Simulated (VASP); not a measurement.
Runs of VASP 6.6.1 on SbMo. The structure is that of space group Fm-3m (No. 225), or close to it. The cells are those of the table. 

```csv
level,potentials or basis,cell,gap on the mesh (eV),pressure (GPa)
PBE,"VASP PAW PBE potentials, release 64 (Mo_sv, Sb)","a = 3.877 Å, angles 60.0°, 2 atoms",none,2.5
PBE,"VASP PAW PBE potentials, release 64 (Mo_sv, Sb)","a = 3.929 Å, angles 60.0°, 2 atoms",none,(a)
LDA,"VASP PAW LDA potentials, release 64 (Mo_sv, Sb)","a = 3.903 Å, angles 60.0°, 2 atoms",none,-7.2
PBE,"VASP PAW PBE potentials, release 64 (Mo_sv, Sb)","a = 4.029 Å, angles 60.0°, 2 atoms",none,-9.5
PBE,"VASP PAW PBE potentials, release 64 (Mo_sv, Sb)","a = 3.992 Å, angles 60.0°, 2 atoms",none,-7.2
PBE,"VASP PAW PBE potentials, release 64 (Mo_sv, Sb)","a = 3.903 Å, angles 60.0°, 2 atoms",none,-0.1
PBE,"VASP PAW PBE potentials, release 64 (Mo_sv, Sb)","a = 3.830 Å, angles 60.0°, 2 atoms",none,7.9
PBE,"VASP PAW PBE potentials, release 64 (Mo_sv, Sb)","a = 3.851 Å, angles 60.0°, 2 atoms",none,5.5
r2SCAN,"VASP PAW PBE potentials, release 64 (Mo_sv, Sb)","a = 3.903 Å, angles 60.0°, 2 atoms",none,(c)
PBEsol,"VASP PAW PBE potentials, release 64 (Mo_sv, Sb)","a = 3.903 Å, angles 60.0°, 2 atoms",none,-4.8
PBE,"VASP PAW PBE potentials, release 64 (Mo_sv, Sb)","a = 3.955 Å, angles 60.0°, 2 atoms",none,(b)
```

Alike in all rows: task single point; no spin polarisation; k mesh 10 × 10 × 10; cutoff (eV) 520; smearing gaussian 0.05 eV.

Task: Fill in the values left out.

Result: (a) -2.4; (b) -4.5; (c) -1.5.

Caveats: spin-orbit coupling is left out, which moves the levels of the heavy elements; the PAW data sets were made with another functional, which shifts forces and pressure a little (some runs).

A k mesh can miss the band edges, and the runs leave out spin-orbit coupling on Mo, Sb.

A gap of «none» marks levels without a gap at the run's occupations.
